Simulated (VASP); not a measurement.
Here is a VASP 6.6.1 calculation.

INCAR

```
PREC = Accurate ; ENCUT = 600
EDIFF = 1E-6 ; ISMEAR = 0
SIGMA = 0.05 ; LREAL = False
LASPH = True ; NELM = 120
ALGO = Normal ; ISIF = 2
LWAVE = False ; LCHARG = False
GGA = PE ; NBANDS = 16
GGA_COMPAT = False
```

KPOINTS

```
regular mesh
0
Gamma
  8 8 6
```

File POSCAR:

```
AlN
1.0
    3.1107606290      0.0000000000      0.0000000000
   -1.5553803145      2.6939977298      0.0000000000
    0.0000000000      0.0000000000      4.9787706144
Al N
2 2
Direct
    0.3333333333      0.6666666667      0.0015708995
    0.6666666667      0.3333333333      0.5015708995
    0.3333333333      0.6666666667      0.3834291005
    0.6666666667      0.3333333333      0.8834291005
```

Potentials or basis: VASP PAW PBE potentials, release 64 (Al, N).

The run is started by

```console
$ cat potpaw_PBE.64/Al/POTCAR potpaw_PBE.64/N/POTCAR > POTCAR
$ mpirun -np 1 vasp_std > vasp.out
```

Problem. Estimate the pressure.

Solution. 3.7 GPa.

Problem. Estimate the band gap on the k mesh.

Solution. 4.21 eV, direct.

Problem. What does it give for the largest force?

Solution. 0.006 eV/Å.

Forces in eV/Å, atoms in the order of the input:
```
Al   0.000  0.000 -0.006
Al   0.000  0.000 -0.006
N    0.000  0.000  0.006
N    0.000  0.000  0.006
```

A k mesh can miss the band edges. PBE gaps usually lie below the measured ones, often by a third to a half.
